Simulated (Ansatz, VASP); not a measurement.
NbP in VASP and in Ansatz

Contents of POSCAR:

```
NbP
1.0
   -1.6749232544      1.6749232544      5.7401081759
    1.6749232544     -1.6749232544      5.7401081759
    1.6749232544      1.6749232544     -5.7401081759
Nb P
2 2
Direct
    0.2498808000      0.7498808000      0.5000000000
    0.4998808000      0.4998808000      0.0000000000
    0.8327477700      0.3327477700      0.5000000000
    0.0827477700      0.0827477700      0.0000000000
```

File INCAR.step1:

```
PREC     = Accurate       # precision mode
ENCUT    = 520            # plane-wave cutoff, eV
EDIFF    = 1E-5           # SCF threshold, eV
ISMEAR   = -1             # smearing method
SIGMA    = 0.05           # smearing width, eV
LREAL    = F              # projectors in reciprocal space
LASPH    = T              # aspherical terms in the spheres
NELM     = 100            # most SCF steps
ALGO     = Normal         # electronic algorithm
ISIF     = 2              # what is computed and relaxed
LWAVE    = T              # write WAVECAR
LCHARG   = F              # write CHGCAR
GGA      = PE             # functional
NBANDS   = 26             # bands
LUSENCCL = F
```

Contents of INCAR.step2:

```
PREC     = Accurate       # precision mode
ENCUT    = 520            # plane-wave cutoff, eV
EDIFF    = 1E-6           # SCF threshold, eV
ISMEAR   = -1             # smearing method
SIGMA    = 0.05           # smearing width, eV
LREAL    = F              # projectors in reciprocal space
LASPH    = T              # aspherical terms in the spheres
NELM     = 100            # most SCF steps
ALGO     = Normal         # electronic algorithm
ISIF     = 2              # what is computed and relaxed
LWAVE    = F              # write WAVECAR
LCHARG   = F              # write CHGCAR
GGA      = PS             # functional
LHFCALC  = T              # exact exchange
AEXX     = 0.25           # exact-exchange fraction
PRECFOCK = Normal       
ISTART   = 1            
NBANDS   = 26             # bands
LUSENCCL = F
```

The input KPOINTS:

```
regular mesh
0
Gamma
  6 6 6
```

The input input.yaml:

```yaml
crystal:
  lattice:
    - [-1.6749232544, 1.6749232544, 5.7401081759]
    - [1.6749232544, -1.6749232544, 5.7401081759]
    - [1.6749232544, 1.6749232544, -5.7401081759]
  atoms:
    - { symbol: Nb, position: [0.2498808, 0.7498808, 0.5] }
    - { symbol: Nb, position: [0.4998808, 0.4998808, 0.0] }
    - { symbol: P, position: [0.83274777, 0.33274777, 0.5] }
    - { symbol: P, position: [0.08274777, 0.08274777, 0.0] }
hamiltonian:
  xc: { exchange: pbesol, correlation: pbesol, exx: { coeff: 0.25 } }
  pseudopotentials: { kind: paw }
kpoints:
  mp_grid: { grid: [6, 6, 6] }
  band_path:
    path:
      - [[0.0, 0.0, 0.0], [-0.5, 0.5, 0.0], [-0.5, 0.5, -0.0425715708], [-0.2712857854, 0.2712857854, -0.2712857854], [0.0, 0.0, 0.0], [0.5, 0.5, -0.5], [0.2712857854, 0.7287142146, -0.7287142146], [0.0, 0.5, -0.5], [-0.25, 0.75, -0.25], [0.0425715708, 0.9574284292, -0.5], [0.5, 0.5, -0.5]]
      - [[-0.5, 0.5, 0.0], [-0.25, 0.75, -0.25]]
    npoints: 4
scf:
  occupations: { method: fermi_dirac, width: 0.05 }
  n_extra_bands: 10
output:
  forces: true
  stress: true
  eigenvalues: true
  fatbands: false
  write_density: true
  write_potential: true
  elf: true
  volumetric_format: npy
```

Alike in both runs: functional PBEsol-based global hybrid; k mesh 6 × 6 × 6; occupations fermi-dirac, width 0.05 eV; no spin polarisation.

```csv
,VASP,Ansatz
version,VASP 6.6.1,Ansatz 0.2.0
potentials or method,"VASP PAW PBE potentials, release 64 (Nb_sv, P)",Ansatz PAW
plane-wave cutoff (eV),520,420
valence electrons in the cell,36,36
task,single point,band structure
```

Ansatz gave:

```
pressure (GPa)                                                : -9.1
traceless stress, the component that is largest in VASP (GPa) : 1.05
rms of the force components (eV/Å)                            : 0.015
```

Problem. Estimate VASP's values.

Solution. Pressure (GPa): -9.6; traceless stress, the component that is largest in VASP (GPa): 1.05; rms of the force components (eV/Å): 0.015.

VASP's potentials were made for PBE, not for PBEsol-based global hybrid. Atom by atom the forces differ by 0.000 eV/Å (rms over components). With one functional, cell and mesh, what is left measures potentials, basis and numerics.

The k mesh is coarse, so the values compare programs but aren't converged.
